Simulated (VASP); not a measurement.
Input of a VASP 6.6.1 run:

INCAR

```
  ALGO = Normal
  EDIFF = 1E-6
  ENCUT = 520
  GGA = PE
  ISIF = 2
  ISMEAR = 0
  LASPH = True
  LCHARG = True
  LELF = True
  LREAL = False
  LVHAR = True
  LWAVE = False
  NBANDS = 16
  NELM = 60
  PREC = Accurate
  SIGMA = 0.1
```

File KPOINTS:

```
k-points
0
Gamma
  6 6 6
```

Contents of POSCAR:

```
GaAs
1.0
    0.0000000000      2.8268499400      2.8268499400
    2.8268499400      0.0000000000      2.8268499400
    2.8268499400      2.8268499400      0.0000000000
Ga As
1 1
Direct
    0.0000000000      0.0000000000      0.0000000000
    0.2500000000      0.2500000000      0.2500000000
```

Potentials or basis: VASP PAW PBE potentials, release 64 (Ga_d, As).

The run is started by

```sh
$ cat potpaw_PBE.64/Ga_d/POTCAR potpaw_PBE.64/As/POTCAR > POTCAR
$ mpirun -np 1 vasp_std > vasp.out
```

Q: Estimate the pressure.

A: 3.4 GPa.

Q: What does it give for the band gap on the k mesh?

A: 0.52 eV.

Caveat: the cell stands under pressure. A k mesh can miss the band edges.
